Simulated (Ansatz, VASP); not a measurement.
## Zr: VASP beside Ansatz

```
Zr
1.0
     0.00000    2.16950    2.16950
     2.16950    0.00000    2.16950
     2.16950    2.16950    0.00000
Zr
1
Direct
  0.00000 0.00000 0.00000
```

Alike in both runs: task single point; functional PBE; k mesh 20 × 20 × 20; occupations fermi-dirac, width 0.1 eV; no spin polarisation.

```csv
,VASP,Ansatz
version,VASP 6.6.1,Ansatz 0.2.0
potentials or method,"VASP PAW PBE potentials, release 64 (Zr_sv), cutoff 520 eV","plane waves (420 eV) with PAW, scalar-relativistic"
valence electrons in the cell,12,12
```

|  | VASP | Ansatz | Ansatz less VASP |
| --- | --- | --- | --- |
| pressure (GPa) | 14.4 | 14.3 | -0.04 |

With one functional, cell and mesh, what is left measures potentials, basis and numerics.
